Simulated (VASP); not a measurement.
# SnTe (Pm-3m) in VASP: further runs

Runs on SnTe. Level: HSE06. Tasks: single point.

All numbers are computed with VASP 6.6.1; they aren't measurements. Logs are shortened: lines on timing, memory, paths and dates and some standing lists are left out, and cuts for length are marked.

### Step 1. The cell of the first run

It takes space group Pm-3m (No. 221, cubic). Conventional cell: a = 3.905 Å, b = 3.905 Å, c = 3.905 Å, α = 90.00°, β = 90.00°, γ = 90.00°. Te (site symmetry m-3m) has 8 Sn at 3.38 Å and 6 Te at 3.90 Å within 4.4 Å. Sn (site symmetry m-3m) has 8 Te at 3.38 Å and 6 Sn at 3.90 Å within 4.4 Å.

### Step 2. Single point, HSE06

Contents of POSCAR:

```
SnTe
1.0
    3.9047000000      0.0000000000      0.0000000000
    0.0000000000      3.9047000000      0.0000000000
    0.0000000000      0.0000000000      3.9047000000
Te Sn
1 1
Direct
    0.5000000000      0.5000000000      0.5000000000
    0.0000000000      0.0000000000      0.0000000000
```

Contents of INCAR.step1:

```
  PREC = Accurate
  ENCUT = 520
  EDIFF = 1E-5
  ISMEAR = -1
  SIGMA = 0.05
  LREAL = False
  LASPH = True
  NELM = 80
  ALGO = Normal
  ISIF = 2
  LWAVE = True
  LCHARG = False
  GGA = PE
  NBANDS = 17
```

Contents of INCAR.step2:

```
  PREC = Accurate
  ENCUT = 520
  EDIFF = 1E-6
  ISMEAR = -1
  SIGMA = 0.05
  LREAL = False
  LASPH = True
  NELM = 80
  ALGO = Normal
  ISIF = 2
  LWAVE = False
  LCHARG = False
  GGA = PE
  LHFCALC = True
  HFSCREEN = 0.2079
  PRECFOCK = Normal
  ISTART = 1
  NBANDS = 17
```

Contents of KPOINTS:

```
regular mesh
0
Gamma
  4 4 4
```

Potentials or basis: VASP PAW PBE potentials, release 64 (Te, Sn_d).

Launch:

```sh
> cat potpaw_PBE.64/Te/POTCAR potpaw_PBE.64/Sn_d/POTCAR > POTCAR
> cp INCAR.step1 INCAR
> mpirun -np 1 vasp_std > vasp.out
> cp INCAR.step2 INCAR
> mpirun -np 1 vasp_std > vasp.out
```

OUTCAR:

```text
PREC = Accurate
   ENCUT = 520
   EDIFF = 1E-6
   ISMEAR = -1
   LREAL = False
   LASPH = True
   NELM = 80
   ISIF = 2
   GGA = PE
   LHFCALC = True
   HFSCREEN = 0.2079
   PRECFOCK = Normal
   ISTART = 1

 ion  position               nearest neighbor table
   1  0.500  0.500  0.500-   2 3.38   2 3.38   2 3.38   2 3.38   2 3.38   2 3.38   2 3.38   2 3.38

   2  0.000  0.000  0.000-   1 3.38   1 3.38   1 3.38   1 3.38   1 3.38   1 3.38   1 3.38   1 3.38

  LATTYP: Found a simple cubic cell.
 ALAT       =     3.9047000000

  Lattice vectors:

 A1 = (   3.9047000000,   0.0000000000,   0.0000000000)
 A2 = (   0.0000000000,   3.9047000000,   0.0000000000)
 A3 = (   0.0000000000,   0.0000000000,   3.9047000000)

Analysis of symmetry for initial positions (statically):
=====================================================================
 Subroutine PRICEL returns:
 Original cell was already a primitive cell.

 Routine SETGRP: Setting up the symmetry group for a
 simple cubic supercell.

 Subroutine GETGRP returns: Found 48 space group operations
 (whereof 48 operations were pure point group operations)
 out of a pool of 48 trial point group operations.

The static configuration has the point symmetry O_h .

Analysis of symmetry for dynamics (positions and initial velocities):
=====================================================================
 Subroutine PRICEL returns:
 Original cell was already a primitive cell.

 Routine SETGRP: Setting up the symmetry group for a
 simple cubic supercell.

 Subroutine GETGRP returns: Found 48 space group operations
 (whereof 48 operations were pure point group operations)
 out of a pool of 48 trial point group operations.

The dynamic configuration has the point symmetry O_h .

 Subroutine INISYM returns: Found 48 space group operations
 (whereof 48 operations are pure point group operations),
 and found     1 'primitive' translations

----------------------------------------------------------------------------------------

                                     Primitive cell

  volume of cell :      59.5337

  direct lattice vectors                    reciprocal lattice vectors
     3.904700000  0.000000000  0.000000000     0.256101621  0.000000000  0.000000000
     0.000000000  3.904700000  0.000000000     0.000000000  0.256101621  0.000000000
     0.000000000  0.000000000  3.904700000     0.000000000  0.000000000  0.256101621

  length of vectors
     3.904700000  3.904700000  3.904700000     0.256101621  0.256101621  0.256101621

  position of ions in fractional coordinates (direct lattice)
     0.500000000  0.500000000  0.500000000
     0.000000000  0.000000000  0.000000000

  ion indices of the primitive-cell ions
   primitive index   ion index
                 1           1
                 2           2

----------------------------------------------------------------------------------------

 KPOINTS: regular mesh

Automatic generation of k-mesh.
 Grid dimensions read from file:
 generate k-points for:    4    4    4

 Generating k-lattice:

  Cartesian coordinates                     Fractional coordinates (reciprocal lattice)
     0.064025405  0.000000000  0.000000000     0.250000000  0.000000000  0.000000000
     0.000000000  0.064025405  0.000000000     0.000000000  0.250000000  0.000000000
     0.000000000  0.000000000  0.064025405     0.000000000  0.000000000  0.250000000

  Length of vectors
     0.064025405  0.064025405  0.064025405

  Shift w.r.t. Gamma in fractional coordinates (k-lattice)
     0.000000000  0.000000000  0.000000000

 Subroutine IBZKPT returns following result:
 ===========================================

 Found     10 irreducible k-points:

 Following reciprocal coordinates:
            Coordinates               Weight
  0.000000  0.000000  0.000000      1.000000
  0.250000  0.000000  0.000000      6.000000
  0.500000  0.000000  0.000000      3.000000
  0.250000  0.250000  0.000000     12.000000
  0.500000  0.250000  0.000000     12.000000
  0.500000  0.500000  0.000000      3.000000
  0.250000  0.250000  0.250000      8.000000
  0.500000  0.250000  0.250000     12.000000
  0.500000  0.500000  0.250000      6.000000
  0.500000  0.500000  0.500000      1.000000
   k-points           NKPTS =     10   k-points in BZ     NKDIM =     64   number of bands    NBANDS=     17
   number of dos      NEDOS =    301   number of ions     NIONS =      2
   total plane-waves  NPLWV =  27000
   dimension x,y,z NGX =    30 NGY =   30 NGZ =   30
   dimension x,y,z NGXF=    60 NGYF=   60 NGZF=   60
   ions per type =               1   1
   NGX,Y,Z   is equivalent  to a cutoff of  12.77, 12.77, 12.77 a.u.
   NGXF,Y,Z  is equivalent  to a cutoff of  25.55, 25.55, 25.55 a.u.
 SYSTEM =  unknown system
   PREC   = accura    normal or accurate (medium, high low for compatibility)
   ISTART =      1    job   : 0-new  1-cont  2-samecut
   ICHARG =      0    charge: 1-file 2-atom 10-const
   ISPIN  =      1    spin polarized calculation?
   LNONCOLLINEAR =      F non collinear calculations
   LSORBIT =      F    spin-orbit coupling
   LASPH  =      T    aspherical Exc in radial PAW
   ENCUT  =  520.0 eV  38.22 Ry    6.18 a.u.   7.26  7.26  7.26*2*pi/ulx,y,z
   NELM   =     80;   NELMIN=  2; NELMDL=  0     # of ELM steps
   EDIFF  = 0.1E-05   stopping-criterion for ELM
   LREAL  =      F    real-space projection
   EDIFFG = 0.1E-04   stopping-criterion for IOM
   NSW    =      0    number of steps for IOM
   IBRION =     -1    ionic relax: 0-MD 1-quasi-New 2-CG
   NFREE  =      0    steps in history (QN), initial steepest desc. (CG)
   ISIF   =      2    stress and relaxation
   ISYM   =      3    0-nonsym 1-usesym 2-fastsym
   POTIM  = 0.5000    time-step for ionic-motion
   TEBEG  =    0.0;   TEEND  =   0.0 temperature during run
   PSTRESS=    0.0 pullay stress
   NELECT =      20.0000    total number of electrons
   NUPDOWN=      -1.0000    fix difference up-down
   EMIN   =  10.00;   EMAX   =-10.00  energy-range for DOS
   EFERMI =   0.00;   METHOD = LEGACY
   ISMEAR =    -1;   SIGMA  =   0.05  broadening in eV -4-tet -1-fermi 0-gaus
   EFERMI_NEDOS =   21; number of points for ismear=-14 and -15
   IALGO  =     38    algorithm
   IMIX   =      1    mixing-type and parameters
     AMIX     =   0.40;   BMIX     =  1.00
     AMIX_MAG =   1.60;   BMIX_MAG =  1.00
  volume/ion in A,a.u.               =      29.77       200.88
  Fermi-wavevector in a.u.,A,eV,Ry     =   1.138057  2.150615 17.621893  1.295173
  Thomas-Fermi vector in A             =   2.274761
   LORBIT       =      0    0 simple, 1 ext, 2 COOP (PROOUT), +10 PAW based schemes
   GGA     = PE    functional components
   LHFCALC =     T    Hartree Fock is set to
   PRECFOCK=normal    Normal, Fast or Accurate (Low or Medium for compatibility)
   ENCUT4O =  -1.0   cutoff for four orbital integrals eV
   NKREDX  =     1    reduce k-point grid by
   NKREDY  =     1    reduce k-point grid by
   NKREDZ  =     1    reduce k-point grid by
   AEXX    =    0.2500 exact exchange contribution
   HFSCREEN=    0.2079 screening length (either q_TF or 0.3 A-1)
   HFSCREENC=   0.2079 screening length for correlation (either q_TF or 0.3 A-1)
   ENCUTFOCK=  -1.0 apply spherical cutoff to Coloumb kernel
   IVDW    =     0    specifies the selected vdW correction
   LEPSILON=     F    determine dielectric tensor
   LRPA    =     F    only Hartree local field effects (RPA)
 non-spin polarized calculation
  energy-cutoff  :      520.00
  volume of cell :       59.53
 maximum number of plane-waves:      1628
 NGX is ok and might be reduce to    30
  NGX = 24; NGY = 24; NGZ = 24

 number of electron      19.9999983 magnetization

 Free energy of the ion-electron system (eV)
  ---------------------------------------------------
  ext. energy  EPLUGINS =         0.00000000
  ---------------------------------------------------
  free energy    TOTEN  =        -8.28598112 eV

  energy without entropy =       -8.26277469  energy(sigma->0) =       -8.27437790

 E-fermi :   6.8987     XC(G=0):  -8.1990

 val. band max:        6.8164980374   @ k =   0.5000   0.2500   0.0000
 cond. band min:       6.9277082712   @ k =   0.5000   0.2500   0.2500
 fundamental gap:      0.1112102337
 Fermi energy:         6.8986976962

 k-point     1 :       0.0000    0.0000    0.0000
  band No.  band energies     occupation
      1     -17.1849      2.00000
      2     -17.1849      2.00000
      3     -17.1486      2.00000
      4     -17.1486      2.00000
      5     -17.1486      2.00000
      6      -6.7501      2.00000
[... 9 lines left out ...]
     16      18.5669      0.00000
     17      18.5669      0.00000

 k-point     2 :       0.2500    0.0000    0.0000
  band No.  band energies     occupation
      1     -17.1843      2.00000
      2     -17.1690      2.00000
      3     -17.1543      2.00000
      4     -17.1543      2.00000
      5     -17.1481      2.00000
      6      -6.2226      2.00000
[... 9 lines left out ...]
     16      16.1874      0.00000
     17      18.2553      0.00000

 k-point     3 :       0.5000    0.0000    0.0000
  band No.  band energies     occupation
      1     -17.1836      2.00000
      2     -17.1600      2.00000
      3     -17.1600      2.00000
      4     -17.1531      2.00000
      5     -17.1476      2.00000
      6      -5.3764      2.00000
[... 9 lines left out ...]
     16      19.7129      0.00000
     17      20.0467      0.00000

 k-point     4 :       0.2500    0.2500    0.0000
  band No.  band energies     occupation
      1     -17.1761      2.00000
      2     -17.1611      2.00000
      3     -17.1603      2.00000
      4     -17.1538      2.00000
      5     -17.1530      2.00000
      6      -5.7266      2.00000
[... 9 lines left out ...]
     16      15.4657      0.00000
     17      15.8600      0.00000
[... 63 lines left out ...]
      1     -17.1667      2.00000
      2     -17.1658      2.00000
      3     -17.1591      2.00000
      4     -17.1586      2.00000
      5     -17.1433      2.00000
      6      -4.6307      2.00000
[... 9 lines left out ...]
     16      16.6802      0.00000
     17      18.3626      0.00000

 k-point     9 :       0.5000    0.5000    0.2500
  band No.  band energies     occupation
      1     -17.1738      2.00000
      2     -17.1647      2.00000
      3     -17.1647      2.00000
      4     -17.1508      2.00000
      5     -17.1345      2.00000
      6      -4.1960      2.00000
[... 9 lines left out ...]
     16      18.4673      0.00000
     17      19.0206      0.00000

 k-point    10 :       0.5000    0.5000    0.5000
  band No.  band energies     occupation
      1     -17.1718      2.00000
      2     -17.1718      2.00000
      3     -17.1718      2.00000
      4     -17.1341      2.00000
      5     -17.1341      2.00000
      6      -3.8715      2.00000
[... 9 lines left out ...]
     16      21.9356      0.00000
     17      23.1655      0.00000

------------------------ aborting loop because EDIFF is reached ----------------------------------------

  FORCE on cell =-STRESS in cart. coord.  units (eV):
  Direction    XX          YY          ZZ          XY          YZ          ZX
  --------------------------------------------------------------------------------------
  -------------------------------------------------------------------------------------
  Total       -0.3308223     -0.3308223     -0.3308223     -0.0000000      0.0000000     -0.0000000
  in kB       -8.9031213     -8.9031213     -8.9031213     -0.0000000      0.0000000     -0.0000000
  external PRESSURE =      -8.9031213 kB  Pullay stress =       0.0000000 kB

 VOLUME and BASIS-vectors are now :
 -----------------------------------------------------------------------------
  energy-cutoff  :      520.00
  volume of cell :       59.53
      direct lattice vectors                 reciprocal lattice vectors
     3.904700000  0.000000000  0.000000000     0.256101621  0.000000000  0.000000000
     0.000000000  3.904700000  0.000000000     0.000000000  0.256101621  0.000000000
     0.000000000  0.000000000  3.904700000     0.000000000  0.000000000  0.256101621

 POSITION                                       TOTAL-FORCE (eV/Angst)
 -----------------------------------------------------------------------------------
      1.95235      1.95235      1.95235         0.000000      0.000000      0.000000
      0.00000      0.00000      0.00000         0.000000      0.000000      0.000000
 -----------------------------------------------------------------------------------
    total drift:                               -0.000000      0.000000      0.000001

  FREE ENERGIE OF THE ION-ELECTRON SYSTEM (eV)
  ---------------------------------------------------
  free  energy   TOTEN  =        -8.2859811169 eV

  energy  without entropy=       -8.2627746867  energy(sigma->0) =       -8.27437790
```

It took 30 min on 1 thread of AMD EPYC 7R13, shared host; peak memory 0.26 GiB.

Results:

| Quantity | Value |
| --- | --- |
| Free energy | -8.2860 eV |
| Pressure | -0.9 GPa |
| Band gap on the k mesh | zero (bands 10 and 11 overlap by 1.59 eV) |

Levels at points of the mesh, in eV from the Fermi level:
```tsv
k point	band 6	band 7	band 8	band 9	band 10	band 11	band 12	band 13	band 14	band 15
(0.00, 0.00, 0.00)	-13.65	-5.77	-2.05	-2.05	-2.05	3.98	3.98	6.07	6.07	6.07
(0.50, 0.00, 0.00)	-12.28	-9.17	-0.39	-0.39	0.07	0.40	2.50	2.50	5.94	6.76
(0.50, 0.50, 0.00)	-11.37	-7.10	-5.41	-5.41	0.29	3.88	4.39	4.39	6.47	7.85
(0.50, 0.50, 0.50)	-10.77	-5.82	-3.26	-3.26	-3.26	-1.31	-1.31	-1.31	15.04	15.04
```

Caveat: the k points lie up to 0.40 Å⁻¹ apart, too coarse for converged energies and pressures of a metal; the PAW data sets were made with another functional, which shifts forces and pressure a little; spin-orbit coupling is left out, which moves the levels of the heavy elements.

### Step 3. Single point, HSE06

This run uses another cell than the first one, of 30.36 Å³/atom.

Contents of POSCAR:

```
SnTe
1.0
    3.9305596940      0.0000000000      0.0000000000
    0.0000000000      3.9305596940      0.0000000000
    0.0000000000      0.0000000000      3.9305596940
Te Sn
1 1
Direct
    0.5000000000      0.5000000000      0.5000000000
    0.0000000000      0.0000000000      0.0000000000
```

Contents of INCAR.step1:

```
SYSTEM = SnTe
ALGO = Normal ; EDIFF = 1E-5
ENCUT = 520 ; GGA = PE
ISIF = 2 ; ISMEAR = -1
LASPH = .True. ; LREAL = .False.
LWAVE = .True. ; NBANDS = 17
NELM = 60 ; PREC = Accurate
SIGMA = 0.05
```

Contents of INCAR.step2:

```
SYSTEM = SnTe
ALGO = Normal ; EDIFF = 1E-6
ENCUT = 520 ; GGA = PE
HFSCREEN = 0.2079 ; ISIF = 2
ISMEAR = -1 ; ISTART = 1
LASPH = .True. ; LCHARG = .True.
LELF = .True. ; LHFCALC = .True.
LREAL = .False. ; LVHAR = .True.
LWAVE = .False. ; NBANDS = 17
NELM = 60 ; PREC = Accurate
PRECFOCK = Normal ; SIGMA = 0.05
```

Contents of KPOINTS:

```
k-points
0
Gamma
  4 4 4
  0 0 0
```

Potentials or basis: VASP PAW PBE potentials, release 64 (Te, Sn_d).

Launch:

```sh
> cat potpaw_PBE.64/Te/POTCAR potpaw_PBE.64/Sn_d/POTCAR > POTCAR
> cp INCAR.step1 INCAR
> mpirun -np 1 vasp_std > vasp.out
> cp INCAR.step2 INCAR
> mpirun -np 1 vasp_std > vasp.out
```

Wall time 27 min (1 thread of AMD EPYC 7R13, shared host); peak memory 0.26 GiB.

It converged, with:

* Free energy: -8.2788 eV
* Pressure: -1.1 GPa
* Band gap on the k mesh: zero (bands 10 and 11 overlap by 1.53 eV)

Levels at points of the mesh, in eV from the Fermi level:
```
           k point  band 7  band 8  band 9  band 10  band 11  band 12  band 13  band 14
(0.00, 0.00, 0.00)   -5.87   -2.00   -2.00    -2.00     4.01     4.01     5.91     5.91
(0.50, 0.00, 0.00)   -9.09   -0.38   -0.38    -0.05     0.36     2.46     2.46     5.96
(0.50, 0.50, 0.00)   -7.10   -5.29   -5.29     0.28     3.79     4.31     4.31     6.42
(0.50, 0.50, 0.50)   -5.90   -3.18   -3.18    -3.18    -1.25    -1.25    -1.25    14.80
```

Caveat: the k points lie up to 0.40 Å⁻¹ apart, too coarse for converged energies and pressures of a metal; the PAW data sets were made with another functional, which shifts forces and pressure a little; spin-orbit coupling is left out, which moves the levels of the heavy elements.
